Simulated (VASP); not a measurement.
# Pt2S: relaxation of cell and atoms with PBE

Pt2S:

```
CELL_PARAMETERS angstrom
0.00000 2.93138 2.93138
2.93138 0.00000 2.93138
2.93138 2.93138 0.00000
ATOMIC_POSITIONS crystal
Pt 0.25000 0.25000 0.25000
Pt 0.75000 0.75000 0.75000
S 0.00000 0.00000 0.00000
```

```
Program                : VASP 6.6.1
Task                   : relaxation of cell and atoms
Functional             : PBE
Potentials or basis    : VASP PAW PBE potentials, release 64 (Pt, S)
Cutoff                 : 600 eV
k mesh                 : 14 × 14 × 14
Occupations            : gaussian, width 0.1 eV
Spin                   : no spin polarisation
Dipole correction      : no
Further INCAR settings : ALGO = Normal; EDIFF = 1e-07; IBRION = 2; EDIFFG = -0.01; NSW = 100; ISIF = 3
```

```json
{
  "Relaxed volume": "16.80 Å³/atom",
  "Relaxed cell": "a = 4.146 Å, b = 4.146 Å, c = 4.146 Å, α = 60.00°, β = 60.00°, γ = 60.00°",
  "Space group after relaxing (to 0.1 Å)": "Fm-3m (No. 225)",
  "Energy gained by relaxing": "0.0 meV/atom",
  "Ionic steps": "3",
  "Pressure after relaxing": "0.0 GPa",
  "Band gap on the k mesh": "zero (bands 13 and 14 overlap by 1.37 eV)"
}
```

Final structure:
```xyz
3
Lattice="0.0000 2.9320 2.9320 2.9320 0.0000 2.9320 2.9320 2.9320 0.0000" Properties=species:S:1:pos:R:3 pbc="T T T"
Pt    1.4660    1.4660    1.4660
Pt    4.3980    4.3980    4.3980
S     0.0000    0.0000    0.0000
```

Levels at points of the mesh, in eV from the Fermi level:
| k point | band 11 | band 12 | band 13 | band 14 | band 15 | band 16 |
| --- | --- | --- | --- | --- | --- | --- |
| (0.00, 0.00, 0.00) | -0.20 | -0.20 | 1.08 | 1.08 | 1.08 | 4.13 |
| (0.50, 0.00, 0.00) | -2.94 | -2.74 | 0.15 | 1.13 | 1.13 | 4.89 |
| (0.50, 0.50, 0.00) | -1.71 | -1.35 | -0.41 | -0.28 | 3.20 | 3.21 |

Run time: 2.2 min on 1 thread of AMD EPYC 9R45 96-Core Processor (Zen 5), on a shared host, peak memory 0.25 GiB.

Caveat: spin-orbit coupling is left out, which moves the levels of the heavy elements.
